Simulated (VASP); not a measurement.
BAs: single point with PBEsol

The system is BAs.

```
B As
1.0
     0.00000    2.35281    2.35281
     2.35281    0.00000    2.35281
     2.35281    2.35281    0.00000
B As
1 1
Direct
  0.00000 0.00000 0.00000
  0.75000 0.75000 0.75000
```

```yaml
Program: VASP 6.6.1
Task: single point
Functional: PBEsol
Potentials_or_basis: VASP PAW PBE potentials, release 64 (B, As)
Cutoff: 520 eV
k_mesh: 10 × 10 × 10
Occupations: gaussian, width 0.01 eV
Spin: no spin polarisation
Dipole_correction: no
Further_INCAR_settings: ALGO = Normal; EDIFF = 1e-07; NBANDS = 11
```

```
Pressure               : 7.0 GPa
Band gap on the k mesh : 1.03 eV, indirect (least direct gap 3.30 eV)
```

Levels at points of the mesh, in eV from the valence-band top:
| k point | band 1 | band 2 | band 3 | band 4 | band 5 | band 6 | band 7 | band 8 |
| --- | --- | --- | --- | --- | --- | --- | --- | --- |
| (0.00, 0.00, 0.00) | -15.86 | 0.00 | 0.00 | 0.00 | 3.30 | 3.30 | 3.30 | 5.26 |
| (0.50, 0.00, 0.00) | -12.81 | -9.17 | -1.91 | -1.91 | 2.92 | 4.78 | 4.78 | 8.79 |
| (0.50, 0.50, 0.00) | -11.42 | -8.79 | -4.30 | -4.30 | 1.27 | 1.28 | 11.78 | 11.78 |

Wall time 27 s on 1 thread of AMD EPYC 7R13, with other jobs on the host, peak memory 0.13 GiB.

Caveat: the PAW data sets were made with another functional, which shifts forces and pressure a little. A k mesh can miss the band edges.
